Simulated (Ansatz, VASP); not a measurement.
Cr in VASP and in Ansatz

```xyz
1
Lattice="0.0000 2.0139 2.0139 1.4241 0.0000 2.0139 1.4241 2.0139 0.0000" Properties=species:S:1:pos:R:3 pbc="T T T"
Cr    0.0000    0.0000    0.0000
```

Alike in both runs: functional PBE; k mesh 20 × 20 × 20; occupations gaussian, width 0.1 eV; no spin polarisation.

Ansatz relaxed the structure, and its values are those at the end. VASP's run is a single point on that final structure, the one shown.

|  | VASP | Ansatz |
| --- | --- | --- |
| version | VASP 6.6.1 | Ansatz 0.2.0 |
| potentials or method | VASP PAW PBE potentials, release 64 (Cr_pv), cutoff 520 eV | scalar-relativistic, plane waves, PAW |
| valence electrons in the cell | 12 | 14 |

|  | VASP | Ansatz | Ansatz less VASP |
| --- | --- | --- | --- |
| gap on the k mesh at the Fermi level (eV) | none | none | - |
| pressure (GPa) | -0.6 | -0.1 | +0.50 |

A gap of «none» marks a metal or a gap that the smearing closes. The functional is the same, so the differences come from potentials, cutoffs and numerics. VASP's potentials hold 12 valence electrons a cell and Ansatz's 14, so a difference there can come from the potentials and not from the codes. Ansatz's warnings: near symmetry operations not taken, structure snapped to symmetry.
